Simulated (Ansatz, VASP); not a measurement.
## One calculation of Pd, two programs

```xyz
1
Lattice="0.0000 1.9186 1.9186 1.9186 0.0000 1.9186 1.9186 1.9186 0.0000" Properties=species:S:1:pos:R:3 pbc="T T T"
Pd    0.0000    0.0000    0.0000
```

Change from the starting cell: volume scaled by 0.96, crystal datasets.

Alike in both runs: task electric field gradients; functional PBE; k mesh 18 × 18 × 18; occupations fermi-dirac, width 0.05 eV; no spin polarisation.

```csv
,VASP,Ansatz
version,VASP 6.6.1,Ansatz 0.2.0
potentials or method,"VASP PAW PBE potentials, release 64 (Pd), cutoff 520 eV","all-electron PAW with datasets made for the crystal, scalar-relativistic"
```

Ansatz gave:

| Property | Result |
| --- | --- |
| pressure (GPa) | 17.0 |

Q: Which values does VASP return?

A: Pressure (GPa): 16.7.

Ansatz ran all-electron here, and VASP with PAW potentials.
